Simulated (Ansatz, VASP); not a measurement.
## ZnCd2S3: VASP beside Ansatz

```xyz
6
Lattice="-2.0277 2.0277 8.7321 2.0277 -2.0277 8.7321 2.0277 2.0277 -8.7321" Properties=species:S:1:pos:R:3 pbc="T T T"
Zn    0.0000    0.0000    0.0000
Cd    0.0000    0.0000   11.5513
Cd    0.0000    0.0000    5.9128
S     0.0000    2.0277    4.3660
S     2.0277    0.0000    7.4657
S     2.0277    0.0000    1.2664
```

Alike in both runs: functional PBE; k mesh 10 × 10 × 10; occupations gaussian, width 0.02 eV; no spin polarisation.

Ansatz relaxed the structure, and its values are those at the end. VASP's run is a single point on that final structure, the one shown.

|  | VASP | Ansatz |
| --- | --- | --- |
| version | VASP 6.6.1 | Ansatz 0.2.0 |
| potentials or method | VASP PAW PBE potentials, release 64 (Zn, Cd, S), cutoff 520 eV | scalar-relativistic, plane waves, PAW |
| valence electrons in the cell | 54 | 70 |

Ansatz gave:

- gap on the k mesh at the Fermi level (eV): 1.23
- least direct gap on the mesh (eV): 1.23
- pressure (GPa): 0.0
- rms of the force components (eV/Å): 0.000

Q: Estimate VASP's values.

A: gap on the k mesh at the Fermi level (eV): 1.24; least direct gap on the mesh (eV): 1.24; pressure (GPa): 0.3; rms of the force components (eV/Å): 0.008.

VASP's potentials hold 54 valence electrons a cell and Ansatz's 70, so a difference there can come from the potentials and not from the codes.
